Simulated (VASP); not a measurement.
A run of VASP 6.6.1 is set up as follows.

File INCAR:

```
PREC = Accurate
ENCUT = 1000
EDIFF = 1E-6
ISMEAR = -1
SIGMA = 0.02
LREAL = Auto
LASPH = True
NELM = 120
ALGO = Normal
ISIF = 2
LWAVE = False
LCHARG = True
GGA = PS
LELF = True
LVHAR = True
NBANDS = 57
GGA_COMPAT = False
NELMDL = -8
```

The input KPOINTS:

```
Automatic mesh
0
Gamma
  2 2 1
```

The input POSCAR:

```
C19O
1.0
    7.3980000000      0.0000000000      0.0000000000
   -3.6990000000      6.4068560000      0.0000000000
    0.0000000000      0.0000000000     11.0000000000
C O
19 1
Direct
    0.0180027583      0.0111939460      0.0720243636
    0.2375686204      0.1209807119      0.0719515455
    0.0158258893      0.3426947632      0.0721195455
    0.2397085858      0.4545961389      0.0720720909
    0.0161542025      0.6781694485      0.0721099091
    0.2393769112      0.7897992401      0.0721480000
    0.3491617735      0.0093705868      0.0720007273
    0.5730337799      0.1213111392      0.0719639091
    0.3495144299      0.3448363753      0.0718340000
    0.5726837136      0.4564071676      0.0716851818
    0.3513064597      0.6778373043      0.0721483636
    0.5708889508      0.7876321865      0.0720374545
    0.6828171041      0.0115279632      0.0720440000
    0.9060435396      0.1231276308      0.0720446364
    0.6846176993      0.3445084453      0.0718385455
    0.9041850642      0.4542682089      0.0720564545
    0.6824788743      0.6759910009      0.0718423636
    0.9063706849      0.7879638625      0.0719995455
    0.5892808217      0.5349001133      0.3911222727
    0.6597248315      0.6853974867      0.4452300000
```

Potentials or basis: VASP PAW PBE potentials, release 64 (C_h, O_h).

Command:

```sh
$ cat potpaw_PBE.64/C_h/POTCAR potpaw_PBE.64/O_h/POTCAR > POTCAR
$ mpirun -np 1 vasp_std > vasp.out
```

Question: Predict the band gap on the k mesh.

Answer: 0.21 eV.

Question: Predict the largest force.

Answer: 0.072 eV/Å.

Forces on the atoms (eV/Å):
```
C   -0.015 -0.005  0.000
C    0.014  0.008  0.000
C    0.002  0.010 -0.003
C   -0.012  0.009 -0.001
C    0.010 -0.009 -0.002
C    0.002 -0.013 -0.002
C    0.002  0.014  0.002
C   -0.015  0.005  0.000
C    0.007 -0.011  0.002
C    0.001 -0.012  0.008
C   -0.011 -0.007 -0.002
C    0.008  0.009  0.000
C    0.014 -0.008 -0.001
C    0.001 -0.013  0.001
C   -0.009 -0.009  0.003
C    0.011  0.012 -0.001
C    0.001  0.015  0.005
C   -0.010  0.007  0.000
C    0.001 -0.060 -0.040
O   -0.002  0.059  0.032
```

Caveat: the k points lie up to 0.49 Å⁻¹ apart; there is no dipole correction, which matters where the two faces differ; the PAW data sets were made with another functional, which shifts forces and pressure a little.
